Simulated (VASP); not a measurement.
LiF, 2 atoms in the cell. It takes space group F-43m (No. 216, cubic). Conventional cell: a = 4.289 Å, b = 4.289 Å, c = 4.289 Å, α = 90.00°, β = 90.00°, γ = 90.00°. Within 2.5 Å of Li (site symmetry -43m) lie 4 F at 1.86 Å. Within 2.5 Å of F (site symmetry -43m) lie 4 Li at 1.86 Å. 

* Program: VASP 6.6.1
* Task: single point
* Functional: r2SCAN
* Potentials or basis: VASP PAW PBE potentials, release 64 (Li_sv, F)
* Cutoff: 520 eV
* k mesh: 8 × 8 × 8
* Occupations: gaussian, width 0.01 eV
* Spin: no spin polarisation
* Dipole correction: no
* Further INCAR settings: ALGO = Normal; EDIFF = 1e-07; NBANDS = 12

Potentials or basis: VASP PAW PBE potentials, release 64 (Li_sv, F).

Command:

```console
$ cat potpaw_PBE.64/Li_sv/POTCAR potpaw_PBE.64/F/POTCAR > POTCAR
$ cp INCAR.step1 INCAR
$ mpirun -np 1 vasp_std > vasp.out
$ cp INCAR.step2 INCAR
$ mpirun -np 1 vasp_std > vasp.out
```

Hardware: 1 thread of Intel(R) Xeon(R) Platinum 8488C (Sapphire Rapids), on a shared host.

Problem. How long does it take, and how much memory?

Solution. Wall time 24 s on 1 thread of Intel(R) Xeon(R) Platinum 8488C (Sapphire Rapids), on a shared host, peak memory 0.14 GiB. Counts: k points 29.
